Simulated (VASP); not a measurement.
# SiC: single point with PBE

SiC:

```
Si C
1.0
    -2.97940    2.97940    2.97940
     2.97940   -2.97940    2.97940
     2.97940    2.97940   -2.97940
Si C
6 6
Direct
  0.12500 0.75000 0.87500
  0.62500 0.37500 0.25000
  0.75000 0.87500 0.12500
  0.87500 0.12500 0.75000
  0.37500 0.25000 0.62500
  0.25000 0.62500 0.37500
  0.75000 0.37500 0.62500
  0.12500 0.87500 0.25000
  0.25000 0.12500 0.87500
  0.37500 0.62500 0.75000
  0.87500 0.25000 0.12500
  0.62500 0.75000 0.37500
```

The cell was built from a structure type or drawn by symmetry, and may not be a known phase.

| Property | Result |
| --- | --- |
| Program | VASP 6.6.1 |
| Task | single point |
| Functional | PBE |
| Potentials or basis | VASP PAW PBE potentials, release 64 (Si, C) |
| Cutoff | 520 eV |
| k mesh | 4 × 4 × 4 |
| Occupations | gaussian, width 0.1 eV |
| Spin | no spin polarisation |
| Dipole correction | no |
| Further INCAR settings | ALGO = Normal; EDIFF = 1e-07; NBANDS = 36 |

| Property | Result |
| --- | --- |
| Pressure | 45.1 GPa |
| Band gap on the k mesh | 0.23 eV |

Levels at points of the mesh, in eV from the valence-band top:
```tsv
k point	band 21	band 22	band 23	band 24	band 25	band 26	band 27	band 28
(0.00, 0.00, 0.00)	-1.20	0.00	0.00	0.00	0.23	5.82	5.94	5.94
(0.50, 0.00, 0.00)	-1.56	-1.56	-0.64	-0.64	2.61	2.61	2.99	2.99
(0.50, 0.50, 0.50)	-1.41	-1.41	-1.41	-1.41	3.55	3.55	3.55	3.55
```

Run time: 21 s on 1 thread of Intel(R) Xeon(R) 6975P-C (Granite Rapids), on a shared host, peak memory 0.24 GiB.

Caveat: the cell stands under pressure.
